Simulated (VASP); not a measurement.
AlCu: single point with PBEsol

AlCu:

```
Al Cu
1.0
     2.87246    0.00000    0.00000
     0.00000    2.87246    0.00000
     0.00000    0.00000    2.87246
Al Cu
1 1
Direct
  0.00000 0.00000 0.00000
  0.50000 0.50000 0.50000
```

| Property | Result |
| --- | --- |
| Program | VASP 6.6.1 |
| Task | single point |
| Functional | PBEsol |
| Potentials or basis | VASP PAW PBE potentials, release 64 (Al, Cu) |
| Cutoff | 520 eV |
| k mesh | 10 × 10 × 10 |
| Occupations | methfessel-paxton, width 0.1 eV |
| Spin | no spin polarisation |
| Dipole correction | no |
| Further INCAR settings | ALGO = Normal; EDIFF = 1e-06; NBANDS = 14 |

The pressure is 14.5 GPa and the band gap on the k mesh is zero (band 7 reaches 14.80 eV, above the bottom of band 8 at 9.77 eV).

Levels at points of the mesh, in eV from the Fermi level:
| k point | band 4 | band 5 | band 6 | band 7 | band 8 | band 9 | band 10 | band 11 |
| --- | --- | --- | --- | --- | --- | --- | --- | --- |
| (0.00, 0.00, 0.00) | -4.43 | -4.43 | -4.43 | 4.08 | 4.08 | 4.08 | 6.42 | 6.42 |
| (0.50, 0.00, 0.00) | -4.96 | -4.96 | -4.37 | -3.53 | 7.17 | 8.40 | 8.40 | 9.41 |
| (0.50, 0.50, 0.00) | -4.84 | -4.32 | -4.32 | -3.98 | -0.96 | 0.15 | 11.25 | 13.52 |
| (0.50, 0.50, 0.50) | -3.95 | -3.95 | 0.37 | 0.37 | 0.37 | 2.40 | 2.40 | 2.40 |

It took 10 s on 1 thread of Intel(R) Xeon(R) 6975P-C (Granite Rapids) (shared host), peak memory 0.14 GiB.

Caveat: the PAW data sets were made with another functional, which shifts forces and pressure a little.
